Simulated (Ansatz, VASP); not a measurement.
Two plane-wave programs on Al3GaN4

INCAR

```
ALGO     = Normal         # electronic algorithm
EDIFF    = 1E-7           # SCF threshold, eV
ENCUT    = 520            # plane-wave cutoff, eV
GGA      = PS             # functional
ISIF     = 2              # what is computed and relaxed
ISMEAR   = 0              # smearing method
LASPH    = T              # aspherical terms in the spheres
LCHARG   = F              # write CHGCAR
LREAL    = F              # projectors in reciprocal space
LWAVE    = F              # write WAVECAR
NBANDS   = 31             # bands
NELM     = 100            # most SCF steps
PREC     = Accurate       # precision mode
SIGMA    = 0.05           # smearing width, eV
```

Contents of KPOINTS:

```
k-points
0
Gamma
  6 8 4
```

File POSCAR:

```
Al3GaN4
1.0
    5.0258718342     -0.0205826460     -0.0826633608
   -0.0127761440      3.0466472492      0.0878649883
   -0.0921524740      0.1521028452      5.4620658594
Al Ga N
3 1 4
Direct
    0.5213938262      0.4950287485      0.1491434528
   -0.0531256691      0.5098066548      0.8589455015
   -0.0036498420     -0.0409464614      0.3023902447
    0.5632730524     -0.0163891135      0.6548214965
    0.1557892121     -0.0108675631      0.6556974896
    0.1198634895      0.4272272249      0.1819353296
    0.5709499074      0.5438228194      0.8236024520
    0.6091050235      0.0923176904      0.3734650331
```

Input for Ansatz:

```yaml
crystal:
  lattice:
    - [5.0258718342, -0.020582646, -0.0826633608]
    - [-0.012776144, 3.0466472492, 0.0878649883]
    - [-0.092152474, 0.1521028452, 5.4620658594]
  atoms:
    - { symbol: Al, position: [0.5213938262, 0.4950287485, 0.1491434528] }
    - { symbol: Al, position: [-0.0531256691, 0.5098066548, 0.8589455015] }
    - { symbol: Al, position: [-0.003649842, -0.0409464614, 0.3023902447] }
    - { symbol: Ga, position: [0.5632730524, -0.0163891135, 0.6548214965] }
    - { symbol: "N", position: [0.1557892121, -0.0108675631, 0.6556974896] }
    - { symbol: "N", position: [0.1198634895, 0.4272272249, 0.1819353296] }
    - { symbol: "N", position: [0.5709499074, 0.5438228194, 0.823602452] }
    - { symbol: "N", position: [0.6091050235, 0.0923176904, 0.3734650331] }
basis:
  ecutwfc: 420
kpoints:
  mp_grid: { grid: [6, 8, 4] }
hamiltonian:
  xc: pbesol
scf:
  occupations: { method: gaussian, width: 0.05 }
output:
  forces: true
  stress: true
  eigenvalues: true
```

Change from the starting cell: all atoms moved at random (sigma 0.15 Å a component), cell strained at random (sigma 0.03).

Alike in both runs: task single point; functional PBEsol; k mesh 6 × 8 × 4; occupations gaussian, width 0.05 eV; no spin polarisation.

```csv
,VASP,Ansatz
version,VASP 6.6.1,Ansatz 0.2.0
potentials or method,"VASP PAW PBE potentials, release 64 (Al, Ga_d, N), cutoff 520 eV","scalar-relativistic, plane waves, PAW"
valence electrons in the cell,42,42
```

```tsv
	VASP	Ansatz	Ansatz less VASP
gap on the k mesh at the Fermi level (eV)	0.14	0.14	-0.003
least direct gap on the mesh (eV)	0.29	0.29	0.000
pressure (GPa)	26.8	26.9	+0.16
traceless stress, the component that is largest in VASP (GPa)	-34.11	-34.20	-0.095
rms of the force components (eV/Å)	4.672	4.704	+0.0318
```

VASP's potentials were made for PBE, not for PBEsol. Atom by atom the forces differ by 0.064 eV/Å (rms over components).
